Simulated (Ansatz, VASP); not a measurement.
**K2S: VASP beside Ansatz**

File INCAR:

```
PREC = Accurate ; ENCUT = 500
EDIFF = 1E-6 ; ISMEAR = -1
SIGMA = 0.03 ; LREAL = F
LASPH = T ; NELM = 120
ALGO = Normal ; ISIF = 2
LWAVE = F ; LCHARG = T
GGA = PS ; LELF = T
LVHAR = T ; NBANDS = 19
GGA_COMPAT = F
```

The input KPOINTS:

```
Automatic mesh
0
Gamma
  7 7 7
```

File POSCAR:

```
K2S
1.0
    0.0000000000      2.7228676806      2.7228676806
    2.7228676806      0.0000000000      2.7228676806
    2.7228676806      2.7228676806      0.0000000000
K S
2 1
Direct
    0.2500000000      0.2500000000      0.2500000000
    0.7500000000      0.7500000000      0.7500000000
    0.0000000000      0.0000000000      0.0000000000
```

Input for Ansatz:

```yaml
crystal:
  lattice:
    - [0.0, 2.7228676806, 2.7228676806]
    - [2.7228676806, 0.0, 2.7228676806]
    - [2.7228676806, 2.7228676806, 0.0]
  atoms:
    - { symbol: K, position: [0.25, 0.25, 0.25] }
    - { symbol: K, position: [0.75, 0.75, 0.75] }
    - { symbol: S, position: [0.0, 0.0, 0.0] }
kpoints:
  mp_grid: { grid: [7, 7, 7] }
  band_path:
    path:
      - [0.0, 0.0, 0.0]
      - [0.5, 0.0, 0.5]
      - [0.625, 0.25, 0.625]
      - [0.375, 0.375, 0.75]
      - [0.0, 0.0, 0.0]
      - [0.5, 0.5, 0.5]
      - [0.5, 0.25, 0.75]
      - [0.5, 0.0, 0.5]
    npoints: 6
scf:
  occupations: { method: fermi_dirac, width: 0.03 }
hamiltonian:
  xc: pbesol
  pseudopotentials: { kind: all_electron, lapw: { basis_error: 0.001 } }
output:
  forces: true
  stress: true
  eigenvalues: true
  populations: true
```

Change from the starting cell: volume scaled by 0.4, LAPW.

Alike in both runs: task single point; functional PBEsol; k mesh 7 × 7 × 7; occupations fermi-dirac, width 0.03 eV; no spin polarisation.

|  | VASP | Ansatz |
| --- | --- | --- |
| version | VASP 6.6.1 | Ansatz 0.2.0 |
| potentials or method | VASP PAW PBE potentials, release 64 (K_sv, S), cutoff 500 eV | all-electron LAPW, scalar-relativistic |

```csv
,VASP,Ansatz,Ansatz less VASP
gap on the k mesh at the Fermi level (eV),2.21,2.21,+0.008
pressure (GPa),117.5,114.2,-3.33
```

VASP's potentials were made for PBE, not for PBEsol. Both programs put the cell under a high pressure, so it lies far from rest at this level. Ansatz ran all-electron here, and VASP with PAW potentials.

Noted on VASP's run: the cell as given lies far from equilibrium.
